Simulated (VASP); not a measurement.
BP:

```
B P
1.0
     0.00000    2.23429    2.23429
     2.23429    0.00000    2.23429
     2.23429    2.23429    0.00000
B P
1 1
Direct
  0.00000 0.00000 0.00000
  0.25000 0.25000 0.25000
```

This cell differs from its parent crystal: strain -1.5%.

Base run:

| Property | Result |
| --- | --- |
| Program | VASP 6.6.1 |
| Functional | PBE |
| Potentials or basis | VASP PAW PBE potentials, release 64 (B, P) |
| Cutoff | 520 eV |
| k mesh | 6 × 6 × 6 |
| Occupations | gaussian, width 0.01 eV |
| Spin | no spin polarisation |

Its results: band gap on the k mesh 1.23 eV, indirect (least direct gap 3.47 eV); pressure 9.4 GPa.

Problem. The run is repeated on the same cell with these changes: functional from PBE to r2SCAN; k mesh from 6 × 6 × 6 to 10 × 10 × 10. What comes out?

Solution. Band gap on the k mesh 1.38 eV, indirect (least direct gap 3.71 eV); pressure 7.8 GPa.

Several settings changed at once, so the effect can't be laid on one alone.

Caveats: the PAW data sets were made with another functional, which shifts forces and pressure a little (some runs).

A k mesh can miss the band edges.
